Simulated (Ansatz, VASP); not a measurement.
## As3O2 in VASP and in Ansatz

```xyz
10
Lattice="0.0000 4.1306 6.2535 3.8291 0.0000 6.2535 3.8291 4.1306 0.0000" Properties=species:S:1:pos:R:3 pbc="T T T"
As    3.8291    4.1306   10.6671
As    3.8291    4.1306    1.8400
As    1.5808    4.1306    5.3387
As    1.5808    4.1306    7.1683
As    6.0774    4.1306    7.1683
As    6.0774    4.1306    5.3387
O     1.9146    2.0653    3.1268
O     5.7437    6.1959    9.3803
O     3.8291    5.9513    6.2535
O     3.8291    2.3099    6.2535
```

Change from the starting cell: species swapped into the Rb2P3 type (Fmmm, No. 69).

Alike in both runs: task single point; functional PBE; k mesh 4 × 4 × 4; occupations gaussian, width 0.1 eV; no spin polarisation.

|  | VASP | Ansatz |
| --- | --- | --- |
| version | VASP 6.6.1 | Ansatz 0.2.0 |
| potentials or method | VASP PAW PBE potentials, release 64 (As, O), cutoff 520 eV | scalar-relativistic, plane waves, PAW |
| valence electrons in the cell | 54 | 114 |

|  | VASP | Ansatz | Ansatz less VASP |
| --- | --- | --- | --- |
| gap on the k mesh at the Fermi level (eV) | none | none | - |
| rms of the force components (eV/Å) | 8.487 | 8.255 | -0.2319 |

Atom by atom the forces differ by 0.232 eV/Å (rms over components). A gap of «none» marks a metal or a gap that the smearing closes. VASP's potentials hold 54 valence electrons a cell and Ansatz's 114, so a difference there can come from the potentials and not from the codes.
